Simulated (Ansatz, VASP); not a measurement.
This is a calculation of CuO for Ansatz 0.2.0.

The input input.yaml:

```yaml
crystal:
  lattice:
    - [3.4447142197, 0.0, 0.0]
    - [0.0, 3.4447142197, 0.0]
    - [0.0, 0.0, 4.288677279]
  atoms:
    - { symbol: Cu, position: [0.0, 0.5, 0.0] }
    - { symbol: Cu, position: [0.5, 0.0, 0.5] }
    - { symbol: O, position: [0.0, 0.0, 0.25] }
    - { symbol: O, position: [0.0, 0.0, 0.75] }
kpoints:
  mp_grid: { grid: [8, 8, 6] }
scf:
  occupations: { method: fermi_dirac, width: 0.05 }
hamiltonian:
  xc: pbe
  pseudopotentials: { kind: all_electron, lapw: { basis_error: 0.001 } }
output:
  forces: true
  stress: true
  eigenvalues: true
```

Potentials or basis: all-electron LAPW, scalar-relativistic.

The run is started by

```console
$ ansatz run input.yaml --threads 2 --pin off --max-ram 6144MiB --backend cpu --events-out ev --progress --plain --runs-dir out
```

Translate it to VASP 6.6.1. Potentials there: VASP PAW PBE potentials, release 64 (Cu, O).

As run (the cutoff follows the program's own potentials):

File INCAR:

```
PREC = Accurate
ENCUT = 520
EDIFF = 1E-6
ISMEAR = -1
SIGMA = 0.05
LREAL = False
LASPH = True
NELM = 60
ALGO = Normal
ISIF = 2
LWAVE = False
LCHARG = False
GGA = PE
NBANDS = 25
```

The input KPOINTS:

```
Automatic mesh
0
Gamma
  8 8 6
```

The input POSCAR:

```
CuO
1.0
    3.4447142197      0.0000000000      0.0000000000
    0.0000000000      3.4447142197      0.0000000000
    0.0000000000      0.0000000000      4.2886772790
Cu O
2 2
Direct
    0.0000000000      0.5000000000      0.0000000000
    0.5000000000      0.0000000000      0.5000000000
    0.0000000000      0.0000000000      0.2500000000
    0.0000000000      0.0000000000      0.7500000000
```

Potentials or basis: VASP PAW PBE potentials, release 64 (Cu, O).

Launch:

```bash
$ cat potpaw_PBE.64/Cu/POTCAR potpaw_PBE.64/O/POTCAR > POTCAR
$ mpirun -np 1 vasp_std > vasp.out
```

Both were run:

|  | VASP | Ansatz | Ansatz less VASP |
| --- | --- | --- | --- |
| gap on the k mesh at the Fermi level (eV) | none | none | - |
| pressure (GPa) | -4.4 | -4.9 | -0.51 |
| traceless stress, the component that is largest in VASP (GPa) | 22.53 | 23.01 | +0.481 |

A gap of «none» marks a metal or a gap that the smearing closes. Ansatz ran all-electron here, and VASP with PAW potentials.
